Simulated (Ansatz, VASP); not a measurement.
## Two plane-wave programs on HfSiO4

```
CELL_PARAMETERS angstrom
6.58202 0.00000 0.00000
0.00000 6.58202 0.00000
-3.29101 -3.29101 8.94920
ATOMIC_POSITIONS crystal
Hf 0.00042 0.00018 0.00040
Hf 0.33375 0.33350 0.66706
Hf 0.66707 0.66683 0.33373
Hf 0.08373 0.58352 0.16707
Hf 0.41709 0.91683 0.83374
Hf 0.75041 0.25017 0.50040
Si 0.58376 0.08349 0.16707
Si 0.91707 0.41684 0.83373
Si 0.25042 0.75018 0.50040
Si 0.16708 0.16685 0.33373
Si 0.50040 0.50015 0.00040
Si 0.83374 0.83351 0.66707
O 0.43988 0.25470 0.87929
O 0.77321 0.58805 0.54595
O 0.10655 0.92139 0.21262
O 0.70810 0.02290 0.04595
O 0.04142 0.35625 0.71261
O 0.37475 0.68959 0.37928
O 0.33830 0.02295 0.04595
O 0.67161 0.35632 0.71261
O 0.00495 0.68967 0.37929
O 0.10648 0.29119 0.21262
O 0.43982 0.62450 0.87928
O 0.77314 0.95785 0.54595
O 0.37605 0.56070 0.12151
O 0.70941 0.89406 0.78819
O 0.04274 0.22738 0.45485
O 0.64432 0.32895 0.28818
O 0.97764 0.66231 0.95484
O 0.31100 0.99564 0.62152
O 0.64431 0.95915 0.28818
O 0.97760 0.29250 0.95484
O 0.31097 0.62583 0.62151
O 0.41254 0.22741 0.45484
O 0.74586 0.56073 0.12152
O 0.07921 0.89408 0.78817
```

Alike in both runs: functional PBEsol; k mesh 2 × 2 × 2; occupations gaussian, width 0.02 eV; no spin polarisation.

Ansatz relaxed the structure, and its values are those at the end. VASP's run is a single point on that final structure, the one shown.

|  | VASP | Ansatz |
| --- | --- | --- |
| version | VASP 6.6.1 | Ansatz 0.2.0 |
| potentials or method | VASP PAW PBE potentials, release 64 (Hf_pv, Si, O), cutoff 520 eV | scalar-relativistic, plane waves, PAW |
| valence electrons in the cell | 228 | 324 |

Ansatz gave:

```
gap on the k mesh at the Fermi level (eV) : 5.38
least direct gap on the mesh (eV)         : 5.77
rms of the force components (eV/Å)        : 0.001
```

Problem. What did VASP give for the same quantities?

Solution. gap on the k mesh at the Fermi level (eV): 5.33; least direct gap on the mesh (eV): 5.73; rms of the force components (eV/Å): 0.108.

VASP's potentials were made for PBE, not for PBEsol. VASP's potentials hold 228 valence electrons a cell and Ansatz's 324, so a difference there can come from the potentials and not from the codes.

The k mesh is coarse, so the values compare programs but aren't converged. Neither program's run includes spin-orbit coupling.
